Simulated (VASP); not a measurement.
# CuI in VASP: notebook

Aim: see how the results for CuI move with the level of theory and the settings. Levels: r2SCAN, PBE. Tasks: single point.

Program: VASP 6.6.1. These are calculated values, not measurements. Logs are shortened: lines on timing, memory, paths and dates and some standing lists are left out, and cuts for length are marked.

### Step 1. The cell of the first run

It takes space group P4/nmm (No. 129, tetragonal). Conventional cell: a = 3.906 Å, b = 3.906 Å, c = 6.614 Å, α = 90.00°, β = 90.00°, γ = 90.00°. Cu (site symmetry -4m2) has 4 I at 2.64 Å and 4 Cu at 2.76 Å within 3.5 Å. I (site symmetry 4mm) has 4 Cu at 2.64 Å within 3.5 Å.

### Step 2. Single point, r2SCAN (epitaxial xy strain -3.7%)

File POSCAR:

```
CuI
1.0
    3.9058820549      0.0000000000      0.0000000000
    0.0000000000      3.9058820549      0.0000000000
    0.0000000000      0.0000000000      6.6140225346
Cu I
2 2
Direct
    0.5000000000      0.5000000000      0.0000000000
    0.0000000000      0.0000000000      0.0000000000
    0.5000000000      0.0000000000      0.2676364622
    0.0000000000      0.5000000000      0.7323635378
```

File INCAR.step1:

```
ALGO = Normal
EDIFF = 1E-4
ENCUT = 520
GGA = PE
ISMEAR = 0
LASPH = T
LCHARG = F
LREAL = F
LWAVE = T
NBANDS = 26
NELM = 100
PREC = Accurate
SIGMA = 0.01
```

File INCAR.step2:

```
ALGO = Normal
EDIFF = 1E-7
ENCUT = 520
ISIF = 2
ISMEAR = 0
ISTART = 1
LASPH = T
LCHARG = F
LMIXTAU = T
LREAL = F
LWAVE = F
METAGGA = R2SCAN
NBANDS = 26
NELM = 100
PREC = Accurate
SIGMA = 0.01
```

File KPOINTS:

```
k-points
0
Gamma
  6 6 4
```

Potentials or basis: VASP PAW PBE potentials, release 64 (Cu, I).

Launch:

```bash
$ cat potpaw_PBE.64/Cu/POTCAR potpaw_PBE.64/I/POTCAR > POTCAR
$ cp INCAR.step1 INCAR
$ mpirun -np 1 vasp_std > vasp.out
$ cp INCAR.step2 INCAR
$ mpirun -np 1 vasp_std > vasp.out
```

OUTCAR:

```text
EDIFF = 1E-7
   ENCUT = 520
   ISIF = 2
   ISMEAR = 0
   ISTART = 1
   LASPH = T
   LREAL = F
   METAGGA = R2SCAN
   NELM = 100
   PREC = Accurate

 ion  position               nearest neighbor table
   1  0.500  0.500  0.000-   3 2.64   4 2.64   3 2.64   4 2.64   2 2.76   2 2.76   2 2.76   2 2.76

   2  0.000  0.000  0.000-   3 2.64   4 2.64   4 2.64   3 2.64   1 2.76   1 2.76   1 2.76   1 2.76

   3  0.500  0.000  0.268-   1 2.64   2 2.64   1 2.64   2 2.64
   4  0.000  0.500  0.732-   1 2.64   2 2.64   2 2.64   1 2.64

  LATTYP: Found a simple tetragonal cell.
 ALAT       =     3.9058820549
 C/A-ratio  =     1.6933492721

  Lattice vectors:

 A1 = (   3.9058820549,   0.0000000000,   0.0000000000)
 A2 = (   0.0000000000,   3.9058820549,   0.0000000000)
 A3 = (   0.0000000000,   0.0000000000,   6.6140225346)

Analysis of symmetry for initial positions (statically):
=====================================================================
 Subroutine PRICEL returns:
 Original cell was already a primitive cell.

 Routine SETGRP: Setting up the symmetry group for a
 simple tetragonal supercell.

 Subroutine GETGRP returns: Found 16 space group operations
 (whereof  8 operations were pure point group operations)
 out of a pool of 16 trial point group operations.

The static configuration has the point symmetry D_2d.
 The point group associated with its full space group is D_4h.

Analysis of symmetry for dynamics (positions and initial velocities):
=====================================================================
 Subroutine PRICEL returns:
 Original cell was already a primitive cell.

 Routine SETGRP: Setting up the symmetry group for a
 simple tetragonal supercell.

 Subroutine GETGRP returns: Found 16 space group operations
 (whereof  8 operations were pure point group operations)
 out of a pool of 16 trial point group operations.

The dynamic configuration has the point symmetry D_2d.
 The point group associated with its full space group is D_4h.

 Subroutine INISYM returns: Found 16 space group operations
 (whereof  8 operations are pure point group operations),
 and found     1 'primitive' translations

----------------------------------------------------------------------------------------

                                     Primitive cell

  volume of cell :     100.9030

  direct lattice vectors                    reciprocal lattice vectors
     3.905882055  0.000000000  0.000000000     0.256024116  0.000000000  0.000000000
     0.000000000  3.905882055  0.000000000     0.000000000  0.256024116  0.000000000
     0.000000000  0.000000000  6.614022535     0.000000000  0.000000000  0.151193921

  length of vectors
     3.905882055  3.905882055  6.614022535     0.256024116  0.256024116  0.151193921

  position of ions in fractional coordinates (direct lattice)
     0.500000000  0.500000000  0.000000000
     0.000000000  0.000000000  0.000000000
     0.500000000  0.000000000  0.267636462
     0.000000000  0.500000000  0.732363538

  ion indices of the primitive-cell ions
   primitive index   ion index
                 1           1
                 2           2
                 3           3
                 4           4

----------------------------------------------------------------------------------------

 KPOINTS: k-points

Automatic generation of k-mesh.
 Grid dimensions read from file:
 generate k-points for:    6    6    4

 Generating k-lattice:

  Cartesian coordinates                     Fractional coordinates (reciprocal lattice)
     0.042670686  0.000000000  0.000000000     0.166666667  0.000000000  0.000000000
     0.000000000  0.042670686  0.000000000     0.000000000  0.166666667  0.000000000
     0.000000000  0.000000000  0.037798480     0.000000000  0.000000000  0.250000000

  Length of vectors
     0.042670686  0.042670686  0.037798480

  Shift w.r.t. Gamma in fractional coordinates (k-lattice)
     0.000000000  0.000000000  0.000000000

 Subroutine IBZKPT returns following result:
 ===========================================

 Found     30 irreducible k-points:

 Following reciprocal coordinates:
            Coordinates               Weight
  0.000000  0.000000  0.000000      1.000000
  0.166667  0.000000  0.000000      4.000000
  0.333333  0.000000  0.000000      4.000000
  0.500000  0.000000  0.000000      2.000000
  0.166667  0.166667  0.000000      4.000000
  0.333333  0.166667  0.000000      8.000000
[... 16 lines left out ...]
  0.333333  0.000000  0.500000      4.000000
  0.500000  0.000000  0.500000      2.000000
 [... further k-points ...]
   k-points           NKPTS =     30   k-points in BZ     NKDIM =     30   number of bands    NBANDS=     26
   number of dos      NEDOS =    301   number of ions     NIONS =      4
   total plane-waves  NPLWV =  45000
   dimension x,y,z NGX =    30 NGY =   30 NGZ =   50
   dimension x,y,z NGXF=    60 NGYF=   60 NGZF=  100
   ions per type =               2   2
   NGX,Y,Z   is equivalent  to a cutoff of  12.77, 12.77, 12.57 a.u.
   NGXF,Y,Z  is equivalent  to a cutoff of  25.54, 25.54, 25.14 a.u.
 SYSTEM =  unknown system
   PREC   = accura    normal or accurate (medium, high low for compatibility)
   ISTART =      1    job   : 0-new  1-cont  2-samecut
   ICHARG =      0    charge: 1-file 2-atom 10-const
   ISPIN  =      1    spin polarized calculation?
   LNONCOLLINEAR =      F non collinear calculations
   LSORBIT =      F    spin-orbit coupling
   LASPH  =      T    aspherical Exc in radial PAW
   ENCUT  =  520.0 eV  38.22 Ry    6.18 a.u.   7.26  7.26 12.30*2*pi/ulx,y,z
   NELM   =    100;   NELMIN=  2; NELMDL=  0     # of ELM steps
   EDIFF  = 0.1E-06   stopping-criterion for ELM
   LREAL  =      F    real-space projection
   EDIFFG = 0.1E-05   stopping-criterion for IOM
   NSW    =      0    number of steps for IOM
   IBRION =     -1    ionic relax: 0-MD 1-quasi-New 2-CG
   NFREE  =      0    steps in history (QN), initial steepest desc. (CG)
   ISIF   =      2    stress and relaxation
   ISYM   =      2    0-nonsym 1-usesym 2-fastsym
   POTIM  = 0.5000    time-step for ionic-motion
   TEBEG  =    0.0;   TEEND  =   0.0 temperature during run
   PSTRESS=    0.0 pullay stress
   NELECT =      36.0000    total number of electrons
   NUPDOWN=      -1.0000    fix difference up-down
   EMIN   =  10.00;   EMAX   =-10.00  energy-range for DOS
   EFERMI =   0.00;   METHOD = LEGACY
   ISMEAR =     0;   SIGMA  =   0.01  broadening in eV -4-tet -1-fermi 0-gaus
   EFERMI_NEDOS =   21; number of points for ismear=-14 and -15
   IALGO  =     38    algorithm
   IMIX   =      4    mixing-type and parameters
     AMIX     =   0.40;   BMIX     =  1.00
     AMIX_MAG =   1.60;   BMIX_MAG =  1.00
  volume/ion in A,a.u.               =      25.23       170.23
  Fermi-wavevector in a.u.,A,eV,Ry     =   1.161113  2.194185 18.343138  1.348183
  Thomas-Fermi vector in A             =   2.297688
   LORBIT       =      0    0 simple, 1 ext, 2 COOP (PROOUT), +10 PAW based schemes
   METAGGA = R2SCAN    functional components
   LHFCALC =     F    Hartree Fock is set to
   AEXX    =    0.0000 exact exchange contribution
   IVDW    =     0    specifies the selected vdW correction
   LEPSILON=     F    determine dielectric tensor
   LRPA    =     F    only Hartree local field effects (RPA)
 non-spin polarized calculation
 Gauss-broadening in eV      SIGMA  =   0.01
  energy-cutoff  :      520.00
  volume of cell :      100.90
 maximum number of plane-waves:      2738
 NGX is ok and might be reduce to    30
   NGX = 15   NGY = 15   NGZ = 25

 number of electron      36.0000036 magnetization

 Free energy of the ion-electron system (eV)
  ---------------------------------------------------
  ext. energy  EPLUGINS =         0.00000000
  ---------------------------------------------------
  free energy    TOTEN  =       -71.46351596 eV

  energy without entropy =      -71.46351596  energy(sigma->0) =      -71.46351596

 E-fermi :   5.2034     XC(G=0):  -9.9241

 val. band max:        5.0946206154   @ k =   0.0000   0.0000   0.0000
 cond. band min:       7.1685801692   @ k =   0.0000   0.0000   0.0000
 fundamental gap:      2.0739595538
 Fermi energy:         5.2033900755

 k-point     1 :       0.0000    0.0000    0.0000
  band No.  band energies     occupation
      1      -9.5752      2.00000
      2      -8.7836      2.00000
      3      -1.4001      2.00000
      4       0.9339      2.00000
      5       1.2901      2.00000
      6       1.2901      2.00000
[... 18 lines left out ...]
     25      13.4243      0.00000
     26      14.5596      0.00000

 k-point     2 :       0.1667    0.0000    0.0000
  band No.  band energies     occupation
      1      -9.4423      2.00000
      2      -8.7350      2.00000
      3      -1.1805      2.00000
      4       0.8937      2.00000
      5       0.9189      2.00000
      6       1.2017      2.00000
[... 18 lines left out ...]
     25      13.8357      0.00000
     26      14.2883      0.00000

 k-point     3 :       0.3333    0.0000    0.0000
  band No.  band energies     occupation
      1      -9.1136      2.00000
      2      -8.6756      2.00000
      3      -0.6130      2.00000
      4      -0.0376      2.00000
      5       0.1438      2.00000
      6       0.8859      2.00000
[... 18 lines left out ...]
     25      12.8933      0.00000
     26      13.3795      0.00000

 k-point     4 :       0.5000    0.0000    0.0000
  band No.  band energies     occupation
      1      -8.7904      2.00000
      2      -8.7904      2.00000
      3      -0.4853      2.00000
      4      -0.4853      2.00000
      5       0.3511      2.00000
      6       0.3511      2.00000
[... 18 lines left out ...]
     25      12.4082      0.00000
     26      12.4082      0.00000
[... 496 lines left out ...]
      1      -9.2011      2.00000
      2      -9.0264      2.00000
      3      -0.5141      2.00000
      4       0.0206      2.00000
      5       0.9331      2.00000
      6       1.2393      2.00000
[... 18 lines left out ...]
     25      11.5753      0.00000
     26      14.1954      0.00000

 k-point    23 :       0.3333    0.0000    0.5000
  band No.  band energies     occupation
      1      -8.9530      2.00000
      2      -8.8481      2.00000
      3      -0.7828      2.00000
      4      -0.4881      2.00000
      5       0.8094      2.00000
      6       1.0302      2.00000
[... 18 lines left out ...]
     25      13.3343      0.00000
     26      14.0980      0.00000

 k-point    24 :       0.5000    0.0000    0.5000
  band No.  band energies     occupation
      1      -8.7839      2.00000
      2      -8.7839      2.00000
      3      -0.9765      2.00000
      4      -0.9765      2.00000
      5       0.9775      2.00000
      6       0.9775      2.00000
[... 18 lines left out ...]
     25      13.7556      0.00000
     26      13.7556      0.00000

 [... further k-points ...]

------------------------ aborting loop because EDIFF is reached ----------------------------------------

  FORCE on cell =-STRESS in cart. coord.  units (eV):
  Direction    XX          YY          ZZ          XY          YZ          ZX
  --------------------------------------------------------------------------------------
  -------------------------------------------------------------------------------------
  Total        2.1412238      2.1412238      0.6919593      0.0000000      0.0000000      0.0000000
  in kB       33.9992015     33.9992015     10.9872043      0.0000000      0.0000000      0.0000000
  external PRESSURE =      26.3285357 kB  Pullay stress =       0.0000000 kB

 VOLUME and BASIS-vectors are now :
 -----------------------------------------------------------------------------
  energy-cutoff  :      520.00
  volume of cell :      100.90
      direct lattice vectors                 reciprocal lattice vectors
     3.905882055  0.000000000  0.000000000     0.256024116  0.000000000  0.000000000
     0.000000000  3.905882055  0.000000000     0.000000000  0.256024116  0.000000000
     0.000000000  0.000000000  6.614022535     0.000000000  0.000000000  0.151193921

 POSITION                                       TOTAL-FORCE (eV/Angst)
 -----------------------------------------------------------------------------------
      1.95294      1.95294      0.00000         0.000000     -0.000000      0.000000
      0.00000      0.00000      0.00000        -0.000000      0.000000      0.000000
      1.95294      0.00000      1.77015        -0.000000      0.000000     -0.007541
      0.00000      1.95294      4.84387        -0.000000      0.000000      0.007541
 -----------------------------------------------------------------------------------
    total drift:                                0.000000      0.000000      0.000000

  FREE ENERGIE OF THE ION-ELECTRON SYSTEM (eV)
  ---------------------------------------------------
  free  energy   TOTEN  =       -71.4635159578 eV

  energy  without entropy=      -71.4635159578  energy(sigma->0) =      -71.46351596
```

It took 5.9 min on 1 thread of Oxide Virtual Turin-like, shared host; peak memory 0.22 GiB.

What came out:

```
Free energy            : -71.4635 eV
Pressure               : 2.6 GPa
Largest force          : 0.008 eV/Å
Band gap on the k mesh : 2.07 eV
```

Forces in eV/Å, atoms in the order of the input:
```
Cu   0.000  0.000  0.000
Cu   0.000  0.000  0.000
I    0.000  0.000 -0.008
I    0.000  0.000  0.008
```

Stress tensor (GPa, compression positive):
```
3.40 0.00 0.00
0.00 3.40 0.00
0.00 0.00 1.10
```

Caveat: the cell differs from its parent crystal (epitaxial xy strain -3.7%); the PAW data sets were made with another functional, which shifts forces and pressure a little; spin-orbit coupling is left out, which moves the levels of the heavy elements. A k mesh can miss the band edges.

### Step 3. Single point, PBE (uniaxial y strain -2.8%)

File INCAR:

```
  ALGO = Normal
  EDIFF = 1E-6
  ENCUT = 520
  GGA = PE
  ISIF = 2
  ISMEAR = -1
  LASPH = True
  LCHARG = False
  LREAL = False
  LWAVE = False
  NBANDS = 26
  NELM = 60
  PREC = Accurate
  SIGMA = 0.02
```

KPOINTS is that of step 2.

File POSCAR:

```
CuI
1.0
    4.0551101069      0.0000000000      0.0000000000
    0.0000000000      3.9403504908      0.0000000000
    0.0000000000      0.0000000000      6.3456837528
Cu I
2 2
Direct
    0.5000000000      0.5000000000     -0.0053743623
    0.0000000000      0.0000000000      0.0053743623
    0.5000000000      0.0000000000      0.2705237043
    0.0000000000      0.5000000000      0.7294762957
```

Potentials or basis: VASP PAW PBE potentials, release 64 (Cu, I).

Launch:

```bash
$ cat potpaw_PBE.64/Cu/POTCAR potpaw_PBE.64/I/POTCAR > POTCAR
$ mpirun -np 1 vasp_std > vasp.out
```

It took 2.9 min on 1 thread of Oxide Virtual Turin-like, shared host; peak memory 0.23 GiB.

It converged, with:

```
Free energy            : -10.9911 eV
Pressure               : 3.1 GPa
Largest force          : 0.172 eV/Å
Band gap on the k mesh : 1.54 eV
```

Forces in eV/Å, atoms in the order of the input:
```
Cu   0.000  0.000 -0.005
Cu   0.000  0.000  0.005
I    0.000  0.000  0.172
I    0.000  0.000 -0.172
```

Stress tensor (GPa, compression positive):
```
2.43 0.00 0.00
0.00 4.06 0.00
0.00 0.00 2.92
```

Levels at points of the mesh, in eV from the valence-band top:
```csv
k point,band 16,band 17,band 18,band 19,band 20,band 21
"(0.00, 0.00, 0.00)",-1.05,-0.08,0.00,1.54,3.03,3.53
"(0.50, 0.00, 0.00)",-1.38,-0.55,-0.55,3.83,3.83,4.87
"(0.00, 0.50, 0.00)",-1.31,-0.60,-0.60,3.66,3.66,4.65
"(0.50, 0.50, 0.00)",-1.85,-1.24,-1.24,2.37,2.37,2.54
"(0.00, 0.00, 0.50)",-1.30,-0.53,-0.43,3.29,3.42,3.75
"(0.50, 0.00, 0.50)",-0.91,-0.51,-0.51,2.13,2.13,5.27
"(0.00, 0.50, 0.50)",-0.84,-0.57,-0.57,2.02,2.02,5.05
"(0.50, 0.50, 0.50)",-1.85,-1.11,-1.11,4.00,4.00,4.10
```

Caveat: the cell differs from its parent crystal (uniaxial y strain -2.8%); the cell stands under pressure; spin-orbit coupling is left out, which moves the levels of the heavy elements; this functional lacks dispersion, which binds layers or chains, so the pressure and a relaxed spacing across them are unreliable. A k mesh can miss the band edges.

### Step 4. Single point, r2SCAN

This run uses another cell than the first one, of 26.09 Å³/atom.

File POSCAR:

```
CuI
1.0
    4.0551101069      0.0000000000      0.0000000000
    0.0000000000      4.0551101069      0.0000000000
    0.0000000000      0.0000000000      6.3456837528
Cu I
2 2
Direct
    0.5000000000      0.5000000000      0.0000000000
    0.0000000000      0.0000000000      0.0000000000
    0.5000000000      0.0000000000      0.2667094172
    0.0000000000      0.5000000000      0.7332905828
```

File INCAR.step1:

```
PREC = Accurate
ENCUT = 520
ISMEAR = 0
SIGMA = 0.01
LREAL = F
LASPH = T
NELM = 60
NBANDS = 26
GGA = PE
ALGO = Normal
EDIFF = 1E-4
LWAVE = T
LCHARG = F
```

File INCAR.step2:

```
PREC = Accurate
ENCUT = 520
EDIFF = 1E-6
ISMEAR = 0
SIGMA = 0.01
LREAL = F
LASPH = T
NELM = 60
ALGO = Normal
ISIF = 2
LWAVE = F
LCHARG = F
METAGGA = R2SCAN
LMIXTAU = T
NBANDS = 26
ISTART = 1
```

File KPOINTS:

```
Automatic mesh
0
Gamma
  6 6 4
```

Launch:

```bash
$ cat potpaw_PBE.64/Cu/POTCAR potpaw_PBE.64/I/POTCAR > POTCAR
$ cp INCAR.step1 INCAR
$ mpirun -np 1 vasp_std > vasp.out
$ cp INCAR.step2 INCAR
$ mpirun -np 1 vasp_std > vasp.out
```

It took 6.1 min on 1 thread of Oxide Virtual Turin-like, shared host; peak memory 0.22 GiB.

It converged, with:

| Item | Value |
| --- | --- |
| Free energy | -71.5422 eV |
| Pressure | 1.1 GPa |
| Largest force | 0.006 eV/Å |
| Band gap on the k mesh | 2.07 eV |

Forces in eV/Å, atoms in the order of the input:
```
Cu   0.000  0.000  0.000
Cu   0.000  0.000  0.000
I    0.000  0.000 -0.006
I    0.000  0.000  0.006
```

Levels at points of the mesh, in eV from the valence-band top:
| k point | band 15 | band 16 | band 17 | band 18 | band 19 | band 20 | band 21 | band 22 |
| --- | --- | --- | --- | --- | --- | --- | --- | --- |
| (0.00, 0.00, 0.00) | -1.21 | -0.87 | 0.00 | 0.00 | 2.07 | 3.42 | 3.66 | 5.25 |
| (0.50, 0.00, 0.00) | -1.19 | -1.19 | -0.53 | -0.53 | 4.17 | 4.17 | 5.23 | 5.23 |
| (0.50, 0.50, 0.00) | -1.75 | -1.75 | -1.13 | -1.13 | 2.84 | 2.84 | 2.95 | 2.95 |
| (0.00, 0.00, 0.50) | -1.35 | -1.21 | -0.39 | -0.39 | 3.70 | 3.85 | 3.97 | 4.66 |
| (0.50, 0.00, 0.50) | -0.76 | -0.76 | -0.50 | -0.50 | 2.61 | 2.61 | 5.57 | 5.57 |
| (0.50, 0.50, 0.50) | -1.75 | -1.75 | -1.03 | -1.03 | 4.40 | 4.40 | 4.56 | 4.56 |

Caveat: the PAW data sets were made with another functional, which shifts forces and pressure a little; spin-orbit coupling is left out, which moves the levels of the heavy elements.

(Continued in part 2 of 2.)
